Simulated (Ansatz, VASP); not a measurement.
## Sr2TlO2: VASP beside Ansatz

```xyz
5
Lattice="-2.4421 2.4421 6.1774 2.4421 -2.4421 6.1774 2.4421 2.4421 -6.1774" Properties=species:S:1:pos:R:3 pbc="T T T"
Sr    2.4421    0.0000    3.0887
Sr    0.0000    2.4421    3.0887
Tl    0.0000    0.0000    0.0000
O     0.0000    0.0000    2.7003
O     0.0000    0.0000    9.6545
```

Alike in both runs: functional PBE; k mesh 6 × 6 × 6; occupations gaussian, width 0.1 eV; no spin polarisation.

Ansatz relaxed the structure, and its values are those at the end. VASP's run is a single point on that final structure, the one shown.

|  | VASP | Ansatz |
| --- | --- | --- |
| version | VASP 6.6.1 | Ansatz 0.2.0 |
| potentials or method | VASP PAW PBE potentials, release 64 (Sr_sv, Tl_d, O), cutoff 600 eV | scalar-relativistic, plane waves, PAW |
| valence electrons in the cell | 45 | 45 |

|  | VASP | Ansatz | Ansatz less VASP |
| --- | --- | --- | --- |
| gap on the k mesh at the Fermi level (eV) | none | none | - |
| pressure (GPa) | 0.4 | 0.1 | -0.22 |
| rms of the force components (eV/Å) | 0.009 | 0.002 | -0.0074 |

A gap of «none» marks a metal or a gap that the smearing closes.

Spin-orbit coupling is off throughout.
